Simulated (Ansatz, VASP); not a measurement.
One calculation of Au, two programs

File POSCAR:

```
Au
1.0
    2.9434983866      0.0000000000      0.0000000000
   -1.4717491933      2.5491443788      0.0000000000
    0.0000000000      0.0000000000      4.8800000000
Au
2
Direct
    0.3333333333      0.6666666667      0.7500000000
    0.6666666667      0.3333333333      0.2500000000
```

The input INCAR.step1:

```
PREC     = Accurate       # precision mode
ENCUT    = 520            # plane-wave cutoff, eV
ISMEAR   = 0              # smearing method
SIGMA    = 0.15           # smearing width, eV
LREAL    = False          # projectors in reciprocal space
LASPH    = True           # aspherical terms in the spheres
NELM     = 60             # most SCF steps
NBANDS   = 18             # bands
GGA      = PE             # functional
ALGO     = Normal         # electronic algorithm
EDIFF    = 1E-4           # SCF threshold, eV
LWAVE    = True           # write WAVECAR
LCHARG   = False          # write CHGCAR
```

INCAR.step2

```
PREC     = Accurate       # precision mode
ENCUT    = 520            # plane-wave cutoff, eV
EDIFF    = 1E-6           # SCF threshold, eV
ISMEAR   = 0              # smearing method
SIGMA    = 0.15           # smearing width, eV
LREAL    = False          # projectors in reciprocal space
LASPH    = True           # aspherical terms in the spheres
NELM     = 60             # most SCF steps
ALGO     = Normal         # electronic algorithm
ISIF     = 2              # what is computed and relaxed
LWAVE    = False          # write WAVECAR
LCHARG   = True           # write CHGCAR
METAGGA  = R2SCAN         # meta-GGA
LMIXTAU  = True         
LELF     = True           # ELF
LVHAR    = True         
NBANDS   = 18             # bands
ISTART   = 1
```

Contents of KPOINTS:

```
Automatic mesh
0
Gamma
  18 18 10
```

Input for Ansatz:

```yaml
crystal:
  lattice:
    - [2.9434983866, 0.0, 0.0]
    - [-1.4717491933, 2.5491443788, 0.0]
    - [0.0, 0.0, 4.88]
  atoms:
    - { symbol: Au, position: [0.3333333333, 0.6666666667, 0.75] }
    - { symbol: Au, position: [0.6666666667, 0.3333333333, 0.25] }
basis:
  ecutwfc: 500
kpoints:
  mp_grid: { grid: [18, 18, 10] }
hamiltonian:
  xc: r2scan
scf:
  occupations: { method: gaussian, width: 0.15 }
output:
  forces: true
  stress: true
  eigenvalues: true
```

Change from the starting cell: strain +0.015 along x and y, +0.000 along z, atoms carried along.

Alike in both runs: task single point; functional r2SCAN; k mesh 18 × 18 × 10; occupations gaussian, width 0.15 eV; no spin polarisation.

|  | VASP | Ansatz |
| --- | --- | --- |
| version | VASP 6.6.1 | Ansatz 0.2.0 |
| potentials or method | VASP PAW PBE potentials, release 64 (Au), cutoff 520 eV | scalar-relativistic, plane waves, PAW |
| valence electrons in the cell | 22 | 38 |

Ansatz gave:

| Item | Value |
| --- | --- |
| gap on the k mesh at the Fermi level (eV) | none |
| pressure (GPa) | -5.4 |
| traceless stress, the component that is largest in VASP (GPa) | 0.61 |

Problem. Which values does VASP return?

Solution. gap on the k mesh at the Fermi level (eV): none; pressure (GPa): -5.2; traceless stress, the component that is largest in VASP (GPa): 0.60.

VASP's potentials were made for PBE, not for r2SCAN. A gap of «none» marks a metal or a gap that the smearing closes. The functional is the same, so the differences come from potentials, cutoffs and numerics. VASP's potentials hold 22 valence electrons a cell and Ansatz's 38, so a difference there can come from the potentials and not from the codes.

Spin-orbit coupling is off throughout.
